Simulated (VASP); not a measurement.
# Zn8HS8 (a cell with a defect) in VASP: notebook

Zn8HS8 (a cell with a defect) is run at these levels: PBE; tasks: single point.

Everything below comes from runs of VASP 6.6.1. Logs are shortened: lines on timing, memory, paths and dates and some standing lists are left out, and cuts for length are marked.

**1. The cell of the first run**

The cell holds a defect, 17 atoms: a = 7.697 Å, b = 7.697 Å, c = 7.697 Å, α = 60.00°, β = 60.00°, γ = 60.00°.

**2. Single point, PBE**

The input, INCAR:

```
ALGO = Normal
EDIFF = 1E-6
ENCUT = 520
GGA = PE
ISIF = 2
ISMEAR = 0
LASPH = True
LCHARG = False
LREAL = Auto
LWAVE = False
NBANDS = 86
NELECT = 146.0
NELM = 60
PREC = Accurate
SIGMA = 0.02
```

The input, KPOINTS:

```
k-points
0
Gamma
  2 2 2
```

The input, POSCAR:

```
Zn8HS8
1.0
    0.0000000000      5.4423087484     -5.4423087484
    5.4423087484      5.4423087484      0.0000000000
    5.4423087484      0.0000000000     -5.4423087484
Zn S H
8 8 1
Direct
    0.5031680720      0.4904686822      0.0026997733
    0.5143952005      0.0021170243     -0.0136972200
    0.9526101402      0.5369470265      0.0490392060
    1.0049064198      0.0028756178     -0.0153249299
    0.5120014554      0.4738876678      0.5155782462
    0.5124938016     -0.0187961589      0.4933179325
    1.0034887311      0.4733234771      0.5144799072
    1.0316364359     -0.0376948478      0.4734902261
    0.3821523357      0.3575791250      0.3819658340
    0.3971406438      0.8503867042      0.3631857528
    0.8860687114      0.3191117190      0.4125582733
    0.8889794247      0.8498021178      0.3610159935
    0.3540064684      0.3785429301      0.8917231132
    0.3834541729      0.8697861916      0.8695813154
    0.8765349818      0.3792107533      0.8907058060
    0.8887104212      0.9004732599      0.8302060226
    0.7856263210      0.6932704803      1.2034353990
```

Potentials or basis: VASP PAW PBE potentials, release 64 (Zn, S, H).

Launch:

```bash
$ cat potpaw_PBE.64/Zn/POTCAR potpaw_PBE.64/S/POTCAR potpaw_PBE.64/H/POTCAR > POTCAR
$ mpirun -np 1 vasp_std > vasp.out
```

OUTCAR:

```text
EDIFF = 1E-6
   ENCUT = 520
   GGA = PE
   ISIF = 2
   ISMEAR = 0
   LASPH = True
   LREAL = Auto
   NELECT = 146.0
   NELM = 60
   PREC = Accurate

 ion  position               nearest neighbor table
   1  0.503  0.490  0.003-  13 2.34  15 2.35   9 2.38  14 2.38
   2  0.514  0.002  0.986-  16 2.36  10 2.38  13 2.38  14 2.39
   3  0.953  0.537  0.049-  17 1.69  11 2.37  16 2.38  15 2.49  13 2.54
   4  0.005  0.003  0.985-  16 2.35  12 2.37  15 2.38  14 2.38
   5  0.512  0.474  0.516-  11 2.36  10 2.37  13 2.38   9 2.39
   6  0.512  0.981  0.493-  10 2.37  14 2.37   9 2.37  12 2.37
   7  0.003  0.473  0.514-  11 2.36  12 2.37  15 2.38   9 2.38
   8  0.032  0.962  0.473-  16 2.27  11 2.28  10 2.30  12 2.31
   9  0.382  0.358  0.382-   6 2.37   7 2.38   1 2.38   5 2.39
  10  0.397  0.850  0.363-   8 2.30   6 2.37   5 2.37   2 2.38
  11  0.886  0.319  0.413-   8 2.28   7 2.36   5 2.36   3 2.37
  12  0.889  0.850  0.361-   8 2.31   6 2.37   4 2.37   7 2.37
  13  0.354  0.379  0.892-   1 2.34   5 2.38   2 2.38   3 2.54
  14  0.383  0.870  0.870-   6 2.37   4 2.38   1 2.38   2 2.39
  15  0.877  0.379  0.891-   1 2.35   7 2.38   4 2.38   3 2.49
  16  0.889  0.900  0.830-   8 2.27   4 2.35   2 2.36   3 2.38
  17  0.786  0.693  0.203-   3 1.69

  LATTYP: Found a face centered cubic cell.
 ALAT       =    10.8846174968

  Lattice vectors:

 A1 = (   0.0000000000,   5.4423087484,  -5.4423087484)
 A2 = (   5.4423087484,   5.4423087484,   0.0000000000)
 A3 = (   5.4423087484,   0.0000000000,  -5.4423087484)

Analysis of symmetry for initial positions (statically):
=====================================================================
 Subroutine PRICEL returns:
 Original cell was already a primitive cell.

 Routine SETGRP: Setting up the symmetry group for a
 face centered cubic supercell.

 Subroutine GETGRP returns: Found  1 space group operations
 (whereof  1 operations were pure point group operations)
 out of a pool of 48 trial point group operations.

The static configuration has the point symmetry C_1 .

Analysis of symmetry for dynamics (positions and initial velocities):
=====================================================================
 Subroutine PRICEL returns:
 Original cell was already a primitive cell.

 Routine SETGRP: Setting up the symmetry group for a
 face centered cubic supercell.

 Subroutine GETGRP returns: Found  1 space group operations
 (whereof  1 operations were pure point group operations)
 out of a pool of 48 trial point group operations.

The dynamic configuration has the point symmetry C_1 .

 Subroutine INISYM returns: Found  1 space group operations
 (whereof  1 operations are pure point group operations),
 and found     1 'primitive' translations

----------------------------------------------------------------------------------------

                                     Primitive cell

  volume of cell :     322.3885

  direct lattice vectors                    reciprocal lattice vectors
     0.000000000  5.442308748 -5.442308748    -0.091872774  0.091872774 -0.091872774
     5.442308748  5.442308748  0.000000000     0.091872774  0.091872774  0.091872774
     5.442308748  0.000000000 -5.442308748     0.091872774 -0.091872774 -0.091872774

  length of vectors
     7.696586843  7.696586843  7.696586843     0.159128312  0.159128312  0.159128312

  position of ions in fractional coordinates (direct lattice)
     0.503168072  0.490468682  0.002699773
     0.514395200  0.002117024  0.986302780
     0.952610140  0.536947027  0.049039206
     0.004906420  0.002875618  0.984675070
     0.512001455  0.473887668  0.515578246
     0.512493802  0.981203841  0.493317932
[... 9 lines left out ...]
     0.888710421  0.900473260  0.830206023
     0.785626321  0.693270480  0.203435399

  ion indices of the primitive-cell ions
   primitive index   ion index
                 1           1
                 2           2
                 3           3
                 4           4
                 5           5
                 6           6
[... 9 lines left out ...]
                16          16
                17          17

----------------------------------------------------------------------------------------

 KPOINTS: k-points

Automatic generation of k-mesh.
 Grid dimensions read from file:
 generate k-points for:    2    2    2

 Generating k-lattice:

  Cartesian coordinates                     Fractional coordinates (reciprocal lattice)
    -0.045936387  0.045936387 -0.045936387     0.500000000  0.000000000  0.000000000
     0.045936387  0.045936387  0.045936387     0.000000000  0.500000000  0.000000000
     0.045936387 -0.045936387 -0.045936387     0.000000000  0.000000000  0.500000000

  Length of vectors
     0.079564156  0.079564156  0.079564156

  Shift w.r.t. Gamma in fractional coordinates (k-lattice)
     0.000000000  0.000000000  0.000000000

 Subroutine IBZKPT returns following result:
 ===========================================
[... 76 lines left out ...]
  free energy    TOTEN  =       -51.43783063 eV

  energy without entropy =      -51.43546920  energy(sigma->0) =      -51.43664991

 E-fermi :   4.2337     XC(G=0):  -9.6798

 val. band max:        4.2252997462   @ k =   0.5000   0.0000   0.5000
 cond. band min:       4.2421665806   @ k =   0.5000   0.5000   0.0000
 fundamental gap:      0.0168668344
 Fermi energy:         4.2337331634

 k-point     1 :       0.0000    0.0000    0.0000
  band No.  band energies     occupation
      1     -11.0575      2.00000
      2     -10.1843      2.00000
      3     -10.1358      2.00000
      4     -10.1181      2.00000
      5     -10.0895      2.00000
      6      -9.8301      2.00000
[... 77 lines left out ...]
     84       7.6374      0.00000
     85       8.3249      0.00000

 k-point     2 :       0.5000    0.0000    0.0000
  band No.  band energies     occupation
      1     -10.6565      2.00000
      2     -10.6332      2.00000
      3     -10.0814      2.00000
      4     -10.0363      2.00000
      5     -10.0266      2.00000
      6      -9.9508      2.00000
[... 77 lines left out ...]
     84       7.8323      0.00000
     85       7.8621      0.00000

 k-point     3 :       0.0000    0.5000    0.0000
  band No.  band energies     occupation
      1     -10.6932      2.00000
      2     -10.5609      2.00000
      3     -10.0688      2.00000
      4     -10.0668      2.00000
      5     -10.0421      2.00000
      6      -9.9525      2.00000
[... 77 lines left out ...]
     84       7.7555      0.00000
     85       7.9444      0.00000

 k-point     4 :       0.0000    0.0000    0.5000
  band No.  band energies     occupation
      1     -10.6934      2.00000
      2     -10.5602      2.00000
      3     -10.0699      2.00000
      4     -10.0666      2.00000
      5     -10.0410      2.00000
      6      -9.9528      2.00000
[... 77 lines left out ...]
     84       7.7551      0.00000
     85       7.9496      0.00000

 k-point     5 :       0.5000    0.5000    0.5000
  band No.  band energies     occupation
      1     -10.6486      2.00000
      2     -10.6448      2.00000
      3     -10.0834      2.00000
      4     -10.0290      2.00000
      5     -10.0264      2.00000
      6      -9.9402      2.00000
[... 77 lines left out ...]
     84       7.8803      0.00000
     85       7.8884      0.00000

 k-point     6 :       0.5000    0.5000    0.0000
  band No.  band energies     occupation
      1     -10.5318      2.00000
      2     -10.4782      2.00000
      3     -10.2037      2.00000
      4     -10.1714      2.00000
      5     -10.1299      2.00000
      6     -10.0678      2.00000
[... 77 lines left out ...]
     84       7.9469      0.00000
     85       7.9668      0.00000

 k-point     7 :       0.0000    0.5000    0.5000
  band No.  band energies     occupation
      1     -10.5248      2.00000
      2     -10.5050      2.00000
      3     -10.2146      2.00000
      4     -10.1587      2.00000
      5     -10.1117      2.00000
      6     -10.1049      2.00000
[... 77 lines left out ...]
     84       7.7477      0.00000
     85       7.7625      0.00000

 k-point     8 :       0.5000    0.0000    0.5000
  band No.  band energies     occupation
      1     -10.5301      2.00000
      2     -10.4791      2.00000
      3     -10.2054      2.00000
      4     -10.1704      2.00000
      5     -10.1303      2.00000
      6     -10.0687      2.00000
[... 77 lines left out ...]
     84       7.9642      0.00000
     85       7.9734      0.00000
 [bands above 85 left out]

------------------------ aborting loop because EDIFF is reached ----------------------------------------

  FORCE on cell =-STRESS in cart. coord.  units (eV):
  Direction    XX          YY          ZZ          XY          YZ          ZX
  --------------------------------------------------------------------------------------
  -------------------------------------------------------------------------------------
  Total        8.9809613     13.7066072     13.6393850     -0.3779184      4.3289817      0.3039802
  in kB       44.6327742     68.1178647     67.7837897     -1.8781451     21.5137840      1.5106932
  external PRESSURE =      60.1781429 kB  Pullay stress =       0.0000000 kB

 VOLUME and BASIS-vectors are now :
 -----------------------------------------------------------------------------
  energy-cutoff  :      520.00
  volume of cell :      322.39
      direct lattice vectors                 reciprocal lattice vectors
     0.000000000  5.442308748 -5.442308748    -0.091872774  0.091872774 -0.091872774
     5.442308748  5.442308748  0.000000000     0.091872774  0.091872774  0.091872774
     5.442308748  0.000000000 -5.442308748     0.091872774 -0.091872774 -0.091872774

 POSITION                                       TOTAL-FORCE (eV/Angst)
 -----------------------------------------------------------------------------------
      2.68397      5.40768     -2.75309         0.005083      0.003264     -0.000060
      5.37929      2.81102     -8.16726         0.002615      0.003874     -0.007110
      3.18912      8.10663     -5.45128        -0.032008      0.006964     -0.002532
      5.37456      0.04235     -5.38561         0.000449      0.002642     -0.001569
      5.38498      5.36551     -5.59241         0.000162      0.001526     -0.004169
      8.02480      8.12916     -5.47394        -0.000326     -0.001161      0.003539
[... 9 lines left out ...]
      9.41889      9.73729     -9.35487        -0.007130      0.017700     -0.020048
      4.88015      8.04861     -5.38278         0.042467     -0.004674      0.009975
 -----------------------------------------------------------------------------------
    total drift:                                0.001828     -0.000535      0.002817

  FREE ENERGIE OF THE ION-ELECTRON SYSTEM (eV)
  ---------------------------------------------------
  free  energy   TOTEN  =       -51.4378306259 eV

  energy  without entropy=      -51.4354691976  energy(sigma->0) =      -51.43664991
```

It took 6 min on 1 thread of Intel Xeon 6975P-C (Granite Rapids), shared host; peak memory 0.54 GiB.

What came out:

- Free energy: -51.4378 eV
- Largest force: 0.044 eV/Å

Forces in eV/Å, atoms in the order of the input:
```
Zn   0.005  0.003  0.000
Zn   0.003  0.004 -0.007
Zn  -0.032  0.007 -0.003
Zn   0.000  0.003 -0.002
Zn   0.000  0.002 -0.004
Zn   0.000 -0.001  0.004
Zn  -0.003 -0.001  0.003
Zn  -0.009  0.001 -0.006
S    0.000 -0.002  0.003
S   -0.005 -0.006 -0.005
S    0.004 -0.016  0.015
S   -0.015  0.003  0.015
S    0.007 -0.013  0.010
S    0.000 -0.004 -0.002
S    0.010  0.007 -0.011
S   -0.007  0.018 -0.020
H    0.042 -0.005  0.010
```

Caveat: the k points lie up to 0.50 Å⁻¹ apart; the cell carries a net charge on a neutralising background, which shifts energy and pressure; the cell is charged against a uniform background, so pressure and absolute levels hang on convention.

**3. Single point, PBE**

The input, INCAR:

```
SYSTEM = Zn8HS8
  PREC = Accurate
  ENCUT = 520
  EDIFF = 1E-6
  ISMEAR = 0
  SIGMA = 0.02
  LREAL = Auto
  LASPH = .TRUE.
  NELM = 60
  ALGO = Normal
  ISIF = 2
  LWAVE = .FALSE.
  LCHARG = .TRUE.
  GGA = PE
  LELF = .TRUE.
  LVHAR = .TRUE.
  NBANDS = 86
  NELECT = 146.0
```

The input, KPOINTS:

```
regular mesh
0
G
  2 2 2
  0 0 0
```

The input, POSCAR:

```
Zn8HS8
1.0
    0.0000000000      5.4423087484     -5.4423087484
    5.4423087484      5.4423087484      0.0000000000
    5.4423087484      0.0000000000     -5.4423087484
Zn S H
8 8 1
Direct
    0.5107185440      0.4887646260      0.0018337806
    0.5041428421      0.0029772291     -0.0143225979
    0.9815132230      0.5318099604      0.0428441330
    0.9933047260     -0.0095799416     -0.0051522251
    0.5050983189      0.4747407983      0.5149061050
    0.5110576464     -0.0144009654      0.4987845463
    0.9950300967      0.4804332354      0.5098810318
    1.0291765423     -0.0298069271      0.4776773278
    0.3755157222      0.3612050677      0.3811251063
    0.4002094700      0.8531244210      0.3640261131
    0.8731062899      0.3262393007      0.4114641604
    0.8847121181      0.8587380312      0.3734344364
    0.3606370184      0.3767257785      0.8889648169
    0.3740487896      0.8675845525      0.8741975547
    0.8817205568      0.3727385920      0.8896396224
    0.8708326225      0.9001936910      0.8327467642
    0.9070194706      0.6798043204      1.1819101593
```

Potentials or basis: VASP PAW PBE potentials, release 64 (Zn, S, H).

Launch:

```bash
$ cat potpaw_PBE.64/Zn/POTCAR potpaw_PBE.64/S/POTCAR potpaw_PBE.64/H/POTCAR > POTCAR
$ mpirun -np 1 vasp_std > vasp.out
```

Wall time 5.2 min (1 thread of Intel Xeon 6975P-C (Granite Rapids), shared host); peak memory 0.54 GiB.

The run converged. Its results:

```
Free energy   : -51.5548 eV
Largest force : 0.514 eV/Å
```

Forces in eV/Å, atoms in the order of the input:
```
Zn  -0.005  0.011 -0.008
Zn  -0.009 -0.050  0.043
Zn  -0.058  0.079 -0.065
Zn  -0.015 -0.116  0.021
Zn  -0.006 -0.035  0.039
Zn   0.033 -0.004  0.000
Zn   0.012 -0.031  0.065
Zn   0.047  0.000  0.007
S    0.012 -0.023  0.045
S    0.007  0.006  0.005
S    0.014 -0.061  0.057
S    0.061  0.000 -0.006
S   -0.001 -0.010  0.022
S    0.013 -0.060  0.030
S   -0.019 -0.007 -0.006
S    0.002 -0.079  0.086
H   -0.088  0.378 -0.336
```

Levels at points of the mesh, in eV from the Fermi level:
```csv
k point,band 71,band 72,band 73,band 74,band 75,band 76
"(0.00, 0.00, 0.00)",-2.16,-2.06,-1.58,0.00,0.95,1.02
"(0.50, 0.00, 0.00)",-2.57,-2.38,-1.30,1.09,1.51,1.85
"(0.00, 0.50, 0.00)",-2.58,-2.46,-0.21,1.17,1.29,1.90
"(0.00, 0.00, 0.50)",-2.58,-2.43,-0.14,1.15,1.29,1.91
"(0.50, 0.50, 0.50)",-2.58,-2.44,-0.92,1.18,1.36,2.03
"(0.50, 0.50, 0.00)",-2.99,-2.81,-0.07,2.13,2.18,2.23
"(0.00, 0.50, 0.50)",-2.93,-2.81,-0.73,2.04,2.12,2.26
"(0.50, 0.00, 0.50)",-3.00,-2.76,0.00,2.14,2.19,2.24
```

Caveat: the k points lie up to 0.50 Å⁻¹ apart; the cell carries a net charge on a neutralising background, which shifts energy and pressure; the cell is charged against a uniform background, so pressure and absolute levels hang on convention.

**4. Single point, PBE**

The input, INCAR:

```
SYSTEM = Zn8HS8
PREC = Accurate
ENCUT = 520
EDIFF = 1E-6
ISMEAR = 0
SIGMA = 0.02
LREAL = Auto
LASPH = .TRUE.
NELM = 80
ALGO = Normal
ISIF = 2
LWAVE = .FALSE.
LCHARG = .FALSE.
GGA = PE
NELECT = 144.0
NBANDS = 86
```

KPOINTS is that of step 3.

The input, POSCAR:

```
Zn8HS8
1.0
    5.4423087469      0.0000000000      5.4423087469
    0.0000000000     -5.4423087469      5.4423087469
    5.4423087469     -5.4423087469      0.0000000000
Zn S H
8 8 1
Direct
    0.4983722214      0.9993853258     -0.0009502401
    0.4748480140      0.4995516841      0.0222423066
    0.0058833487      0.9838984242     -0.0036122537
    0.0058860130      0.5100260990     -0.0036178580
    0.4991746383      0.9865444519      0.5052626795
    0.4991769351      0.5052107714      0.5052611176
    0.0103278779      0.9952828389      0.4953018334
    0.0382614272      0.5277731627      0.4023888761
    0.3788116580      0.8732749686      0.3708314052
    0.3787479902      0.3626759509      0.3920934293
    0.8752200990      0.8772813565      0.3719336947
    0.8752224876      0.3717604227      0.3719294686
    0.3753727683      0.8697254640      0.8777648829
    0.3753746057      0.3733300690      0.8777632292
    0.8728202902      0.8780081620      0.8673582701
    0.8505035666      0.3586090188      0.9284693749
   -0.1320290769      0.4540493961      0.7200949417
```

Launch:

```bash
$ cat potpaw_PBE.64/Zn/POTCAR potpaw_PBE.64/S/POTCAR potpaw_PBE.64/H/POTCAR > POTCAR
$ mpirun -np 1 vasp_std > vasp.out
```

It took 4.6 min on 1 thread of Intel Xeon 6975P-C (Granite Rapids), shared host; peak memory 0.54 GiB.

The run converged. Its results:

```yaml
Free_energy: -59.8267 eV
Largest_force: 0.113 eV/Å
```

Forces on the atoms (eV/Å):
```
Zn   0.001  0.001  0.001
Zn  -0.013  0.003  0.003
Zn   0.007 -0.005  0.000
Zn   0.008  0.001 -0.006
Zn  -0.008 -0.006 -0.007
Zn  -0.009 -0.007 -0.006
Zn   0.006 -0.005 -0.005
Zn  -0.039  0.014  0.013
S   -0.006 -0.001  0.000
S   -0.001 -0.004 -0.003
S   -0.006 -0.018 -0.001
S   -0.006 -0.001 -0.019
S   -0.002 -0.004  0.004
S   -0.001  0.004 -0.003
S    0.003 -0.002 -0.002
S   -0.045  0.017  0.018
H    0.112  0.013  0.013
```

Levels at points of the mesh, in eV from the Fermi level:
| k point | band 69 | band 70 | band 71 | band 72 | band 73 | band 74 | band 75 | band 76 |
| --- | --- | --- | --- | --- | --- | --- | --- | --- |
| (0.00, 0.00, 0.00) | -0.82 | -0.19 | -0.13 | -0.12 | 1.81 | 2.32 | 2.64 | 3.23 |
| (0.50, 0.00, 0.00) | -0.84 | -0.78 | -0.49 | -0.46 | 2.73 | 3.15 | 3.50 | 3.84 |
| (0.00, 0.50, 0.00) | -0.83 | -0.76 | -0.48 | -0.47 | 3.03 | 3.19 | 3.42 | 3.84 |
| (0.00, 0.00, 0.50) | -0.61 | -0.59 | -0.53 | -0.52 | 2.93 | 3.13 | 3.61 | 4.06 |
| (0.50, 0.50, 0.50) | -0.83 | -0.76 | -0.48 | -0.47 | 3.03 | 3.19 | 3.42 | 3.84 |
| (0.50, 0.50, 0.00) | -1.05 | -1.02 | -0.99 | -0.83 | 3.35 | 3.87 | 4.31 | 4.47 |
| (0.00, 0.50, 0.50) | -1.05 | -1.02 | -0.99 | -0.83 | 3.35 | 3.87 | 4.31 | 4.47 |
| (0.50, 0.00, 0.50) | -1.05 | -0.99 | -0.99 | -0.82 | 3.61 | 3.88 | 4.33 | 4.51 |

Caveat: the k points lie up to 0.50 Å⁻¹ apart; the cell carries a net charge on a neutralising background, which shifts energy and pressure; the cell is charged against a uniform background, so pressure and absolute levels hang on convention.
